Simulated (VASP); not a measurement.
# GaP (F-43m) in VASP: further runs

The runs below take GaP through single point, with PBE, revPBE+D4.

Everything below comes from runs of VASP 6.6.1. Logs are shortened: lines on timing, memory, paths and dates and some standing lists are left out, and cuts for length are marked.

**What was measured.**

From “Stacking defects in GaP nanowires: Electronic structure and optical properties”, 2018, arxiv:1810.01194, for a bulk crystal of GaP at 10 K: band gap 2.34 eV (indirect).

How close the calculation comes is told below.

**1. The cell of the first run**

Symmetry: F-43m, No. 216, cubic system. Conventional cell: a = 5.451 Å, b = 5.451 Å, c = 5.451 Å, α = 90.00°, β = 90.00°, γ = 90.00°. Ga (site symmetry -43m) has 4 P at 2.36 Å within 3.1 Å. Within 3.1 Å of P (site symmetry -43m) lie 4 Ga at 2.36 Å.

**2. Single point, PBE**

Input file INCAR:

```
  PREC = Accurate
  ENCUT = 520
  EDIFF = 1E-6
  ISMEAR = 0
  SIGMA = 0.024
  LREAL = F
  LASPH = T
  NELM = 80
  ALGO = Normal
  ISIF = 2
  LWAVE = F
  LCHARG = F
  GGA = PE
  NBANDS = 16
```

Input file KPOINTS:

```
regular mesh
0
Gamma
  8 8 8
```

Input file POSCAR:

```
GaP
1.0
    0.0000000000      2.7252500000      2.7252500000
    2.7252500000      0.0000000000      2.7252500000
    2.7252500000      2.7252500000      0.0000000000
Ga P
1 1
Direct
    0.0000000000      0.0000000000      0.0000000000
    0.7500000000      0.7500000000      0.7500000000
```

Potentials or basis: VASP PAW PBE potentials, release 64 (Ga_d, P).

On the command line:

```
$ cat potpaw_PBE.64/Ga_d/POTCAR potpaw_PBE.64/P/POTCAR > POTCAR
$ mpirun -np 1 vasp_std > vasp.out
```

OUTCAR:

```text
PREC = Accurate
   ENCUT = 520
   EDIFF = 1E-6
   ISMEAR = 0
   LREAL = F
   LASPH = T
   NELM = 80
   ISIF = 2
   GGA = PE

 ion  position               nearest neighbor table
   1  0.000  0.000  0.000-   2 2.36   2 2.36   2 2.36   2 2.36
   2  0.750  0.750  0.750-   1 2.36   1 2.36   1 2.36   1 2.36

  LATTYP: Found a face centered cubic cell.
 ALAT       =     5.4505000000

  Lattice vectors:

 A1 = (   0.0000000000,   2.7252500000,   2.7252500000)
 A2 = (   2.7252500000,   0.0000000000,   2.7252500000)
 A3 = (   2.7252500000,   2.7252500000,   0.0000000000)

Analysis of symmetry for initial positions (statically):
=====================================================================
 Subroutine PRICEL returns:
 Original cell was already a primitive cell.

 Routine SETGRP: Setting up the symmetry group for a
 face centered cubic supercell.

 Subroutine GETGRP returns: Found 24 space group operations
 (whereof 24 operations were pure point group operations)
 out of a pool of 48 trial point group operations.

The static configuration has the point symmetry T_d .

Analysis of symmetry for dynamics (positions and initial velocities):
=====================================================================
 Subroutine PRICEL returns:
 Original cell was already a primitive cell.

 Routine SETGRP: Setting up the symmetry group for a
 face centered cubic supercell.

 Subroutine GETGRP returns: Found 24 space group operations
 (whereof 24 operations were pure point group operations)
 out of a pool of 48 trial point group operations.

The dynamic configuration has the point symmetry T_d .

 Subroutine INISYM returns: Found 24 space group operations
 (whereof 24 operations are pure point group operations),
 and found     1 'primitive' translations

----------------------------------------------------------------------------------------

                                     Primitive cell

  volume of cell :      40.4808

  direct lattice vectors                    reciprocal lattice vectors
     0.000000000  2.725250000  2.725250000    -0.183469406  0.183469406  0.183469406
     2.725250000  0.000000000  2.725250000     0.183469406 -0.183469406  0.183469406
     2.725250000  2.725250000  0.000000000     0.183469406  0.183469406 -0.183469406

  length of vectors
     3.854085511  3.854085511  3.854085511     0.317778334  0.317778334  0.317778334

  position of ions in fractional coordinates (direct lattice)
     0.000000000  0.000000000  0.000000000
     0.750000000  0.750000000  0.750000000

[... 76 lines left out ...]
   EDIFF  = 0.1E-05   stopping-criterion for ELM
   LREAL  =      F    real-space projection
   EDIFFG = 0.1E-04   stopping-criterion for IOM
   NSW    =      0    number of steps for IOM
   IBRION =     -1    ionic relax: 0-MD 1-quasi-New 2-CG
   NFREE  =      0    steps in history (QN), initial steepest desc. (CG)
   ISIF   =      2    stress and relaxation
   ISYM   =      2    0-nonsym 1-usesym 2-fastsym
   POTIM  = 0.5000    time-step for ionic-motion
   TEBEG  =    0.0;   TEEND  =   0.0 temperature during run
   PSTRESS=    0.0 pullay stress
   NELECT =      18.0000    total number of electrons
   NUPDOWN=      -1.0000    fix difference up-down
   EMIN   =  10.00;   EMAX   =-10.00  energy-range for DOS
   EFERMI =   0.00;   METHOD = LEGACY
   ISMEAR =     0;   SIGMA  =   0.02  broadening in eV -4-tet -1-fermi 0-gaus
   EFERMI_NEDOS =   21; number of points for ismear=-14 and -15
   IALGO  =     38    algorithm
   IMIX   =      4    mixing-type and parameters
     AMIX     =   0.40;   BMIX     =  1.00
     AMIX_MAG =   1.60;   BMIX_MAG =  1.00
  volume/ion in A,a.u.               =      20.24       136.59
  Fermi-wavevector in a.u.,A,eV,Ry     =   1.249538  2.361284 21.243377  1.561344
  Thomas-Fermi vector in A             =   2.383574
   LORBIT       =      0    0 simple, 1 ext, 2 COOP (PROOUT), +10 PAW based schemes
   GGA     = PE    functional components
   LHFCALC =     F    Hartree Fock is set to
   AEXX    =    0.0000 exact exchange contribution
   IVDW    =     0    specifies the selected vdW correction
   LEPSILON=     F    determine dielectric tensor
   LRPA    =     F    only Hartree local field effects (RPA)
 non-spin polarized calculation
 Gauss-broadening in eV      SIGMA  =   0.02
  energy-cutoff  :      520.00
  volume of cell :       40.48
 maximum number of plane-waves:      1106
 NGX is ok and might be reduce to    30
   NGX = 15   NGY = 15   NGZ = 15

 number of electron      17.9999989 magnetization

 Free energy of the ion-electron system (eV)
  ---------------------------------------------------
  ext. energy  EPLUGINS =         0.00000000
  ---------------------------------------------------
  free energy    TOTEN  =        -9.11612110 eV

  energy without entropy =       -9.11612110  energy(sigma->0) =       -9.11612110

 E-fermi :   4.7752     XC(G=0):  -9.8330

 val. band max:        4.6522415779   @ k =   0.0000   0.0000   0.0000
 cond. band min:       6.2940603726   @ k =   0.3750   0.3750   0.0000
 fundamental gap:      1.6418187947
 Fermi energy:         4.7751679118

 k-point     1 :       0.0000    0.0000    0.0000
  band No.  band energies     occupation
      1      -9.8985      2.00000
      2      -9.8985      2.00000
      3      -9.8985      2.00000
      4      -9.7988      2.00000
      5      -9.7988      2.00000
      6      -7.8395      2.00000
[... 433 lines left out ...]
      3      -9.8556      2.00000
      4      -9.8039      2.00000
      5      -9.7915      2.00000
      6      -5.3676      2.00000
[... 8 lines left out ...]
     15      16.6573      0.00000
     16      17.1621      0.00000

 [... further k-points ...]

------------------------ aborting loop because EDIFF is reached ----------------------------------------

  FORCE on cell =-STRESS in cart. coord.  units (eV):
  Direction    XX          YY          ZZ          XY          YZ          ZX
  --------------------------------------------------------------------------------------
  -------------------------------------------------------------------------------------
  Total        0.6120444      0.6120444      0.6120444     -0.0000000      0.0000000      0.0000000
  in kB       24.2239241     24.2239241     24.2239241     -0.0000000      0.0000000      0.0000000
  external PRESSURE =      24.2239241 kB  Pullay stress =       0.0000000 kB

 VOLUME and BASIS-vectors are now :
 -----------------------------------------------------------------------------
  energy-cutoff  :      520.00
  volume of cell :       40.48
      direct lattice vectors                 reciprocal lattice vectors
     0.000000000  2.725250000  2.725250000    -0.183469406  0.183469406  0.183469406
     2.725250000  0.000000000  2.725250000     0.183469406 -0.183469406  0.183469406
     2.725250000  2.725250000  0.000000000     0.183469406  0.183469406 -0.183469406

 POSITION                                       TOTAL-FORCE (eV/Angst)
 -----------------------------------------------------------------------------------
      0.00000      0.00000      0.00000        -0.000000     -0.000000     -0.000000
      4.08788      4.08788      4.08788         0.000000      0.000000      0.000000
 -----------------------------------------------------------------------------------
    total drift:                               -0.000002     -0.000002     -0.000002

  FREE ENERGIE OF THE ION-ELECTRON SYSTEM (eV)
  ---------------------------------------------------
  free  energy   TOTEN  =        -9.1161211020 eV

  energy  without entropy=       -9.1161211020  energy(sigma->0) =       -9.11612110
```

Run time: 22 s. Hardware: 1 thread of Intel Xeon 8259CL, shared host; peak memory 0.17 GiB.

What came out:

| Quantity | Value |
| --- | --- |
| Free energy | -9.1161 eV |
| Pressure | 2.4 GPa |
| Band gap on the k mesh | 1.64 eV (least direct gap 1.83 eV) |

**3. Single point, revPBE+D4**

This run uses another cell than the first one, of 19.72 Å³/atom.

Input file INCAR:

```
SYSTEM = GaP
  ALGO = Normal
  EDIFF = 1E-6
  ENCUT = 520
  GGA = RE
  ISIF = 2
  ISMEAR = -1
  IVDW = 13
  LASPH = .True.
  LCHARG = .True.
  LELF = .True.
  LREAL = .False.
  LVHAR = .True.
  LWAVE = .False.
  NBANDS = 16
  NELM = 80
  PREC = Accurate
  SIGMA = 0.05
```

Input file KPOINTS:

```
k-points
0
Gamma
  8 8 8
  0 0 0
```

Input file POSCAR:

```
GaP
1.0
    0.0000000000      2.7014752399      2.7014752399
    2.7014752399      0.0000000000      2.7014752399
    2.7014752399      2.7014752399      0.0000000000
Ga P
1 1
Direct
    0.0000000000      0.0000000000      0.0000000000
    0.7500000000      0.7500000000      0.7500000000
```

Potentials or basis: VASP PAW PBE potentials, release 64 (Ga_d, P).

On the command line:

```
$ cat potpaw_PBE.64/Ga_d/POTCAR potpaw_PBE.64/P/POTCAR > POTCAR
$ mpirun -np 1 vasp_std > vasp.out
```

Wall time 19 s (1 thread of Intel Xeon 8259CL, shared host); peak memory 0.16 GiB.

The run converged. Its results:

```
Free energy                : -9.9429 eV
Pressure                   : -0.1 GPa
Band gap on the k mesh     : 1.66 eV (least direct gap 2.15 eV)
Dispersion energy per atom : -0.724 eV
```

Levels at points of the mesh, in eV from the valence-band top:
| k point | band 5 | band 6 | band 7 | band 8 | band 9 | band 10 | band 11 | band 12 | band 13 | band 14 |
| --- | --- | --- | --- | --- | --- | --- | --- | --- | --- | --- |
| (0.00, 0.00, 0.00) | -14.48 | -12.67 | 0.00 | 0.00 | 0.00 | 2.15 | 3.90 | 3.90 | 3.90 | 9.08 |
| (0.50, 0.00, 0.00) | -14.47 | -10.52 | -6.75 | -1.15 | -1.15 | 1.82 | 4.73 | 4.73 | 8.45 | 11.20 |
| (0.50, 0.50, 0.00) | -14.46 | -9.59 | -6.84 | -2.76 | -2.76 | 1.67 | 1.85 | 10.83 | 10.83 | 11.55 |

Caveat: the PAW data sets were made with another functional, which shifts forces and pressure a little.

**4. Against experiment**

Step 3. Against the measured gap of GaP, 2.34 eV (indirect; 10 K; quoted in “Stacking defects in GaP nanowires: Electronic structure and optical properties”, 2018, arxiv:1810.01194), the calculated 1.66 eV is off by -0.68 eV. Spin-orbit coupling on Ga is left out. The value is that of revPBE+D4 on a finite k mesh, which can miss the band edges, without temperature or zero-point motion. Semilocal functionals fall short of measured gaps as a rule.
